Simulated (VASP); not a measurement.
Set up this calculation in VASP 6.6.1, as the native input.

```
Task                   : single point
Functional             : PBE
Potentials or basis    : VASP PAW PBE potentials, release 64 (Rh_sv_GW, Pt_sv_GW, C, N)
Cutoff                 : 700 eV
k mesh                 : 4 × 4 × 4
Occupations            : gaussian, width 0.1 eV
Spin                   : collinear spin, ferromagnetic start
Starting moments       : [1.0, 0.0, 0.0, 0.0, 0.0, 0.0, 0.0, 0.0, 0.0, 0.0] μB
Dipole correction      : no
Further INCAR settings : ALGO = Normal; EDIFF = 1e-06; NBANDS = 50
```

The structure of PtRhC4N4 lies in POSCAR:

```
PtRhC4N4
1.0
    5.8826218900      0.0000000000      0.0000000000
    0.0000000000      5.8826218900      0.0000000000
    0.0000000000      0.0000000000      5.8826218900
Rh Pt C N
1 1 4 4
Direct
    0.5000000000      0.5000000000      0.5000000000
    0.0000000000      0.0000000000      0.0000000000
    0.1881440800      0.1881440800      0.1881440800
    0.1881440800      0.8118559200      0.8118559200
    0.8118559200      0.1881440800      0.8118559200
    0.8118559200      0.8118559200      0.1881440800
    0.3029738000      0.3029738000      0.3029738000
    0.3029738000      0.6970262000      0.6970262000
    0.6970262000      0.3029738000      0.6970262000
    0.6970262000      0.6970262000      0.3029738000
```

The input as run:

INCAR

```
SYSTEM = PtRhC4N4
ALGO = Normal ; EDIFF = 1E-6
ENCUT = 700 ; GGA = PE
GGA_COMPAT = .FALSE. ; ISIF = 2
ISMEAR = 0 ; ISPIN = 2
LASPH = .TRUE. ; LCHARG = .FALSE.
LMAXMIX = 4 ; LORBIT = 11
LREAL = .FALSE. ; LWAVE = .FALSE.
MAGMOM = 1 0 0 0 0 0 0 0 0 0 ; NBANDS = 50
NELM = 200 ; PREC = Accurate
SIGMA = 0.1
```

KPOINTS

```
k-points
0
G
  4 4 4
  0 0 0
```

Potentials or basis: VASP PAW PBE potentials, release 64 (Rh_sv_GW, Pt_sv_GW, C, N).

Launch:

```bash
$ cat potpaw_PBE.64/Rh_sv_GW/POTCAR potpaw_PBE.64/Pt_sv_GW/POTCAR potpaw_PBE.64/C/POTCAR potpaw_PBE.64/N/POTCAR > POTCAR
$ mpirun -np 1 vasp_std > vasp.out
```

Results of the run:

| Item | Value |
| --- | --- |
| Pressure | 4.2 GPa |
| Largest force | 2.286 eV/Å |
| Net moment | 1.14 μB per cell |
| Site moments | Rh +1.30; Pt -0.25; C +0.01; N +0.01 μB |
| Valence electrons inside the program's atomic spheres | Rh 14.79; Pt 18.30; C 2.60; N 3.87 |

Caveat: the cell stands under pressure; forces of over 1 eV/Å act on the atoms, so gaps and moduli don't describe the material at rest.

Wall time 12 min on 1 thread of Intel(R) Xeon(R) Platinum 8259CL CPU @ 2.50GHz (Skylake/Cascade Lake) (shared host), peak memory 0.69 GiB.
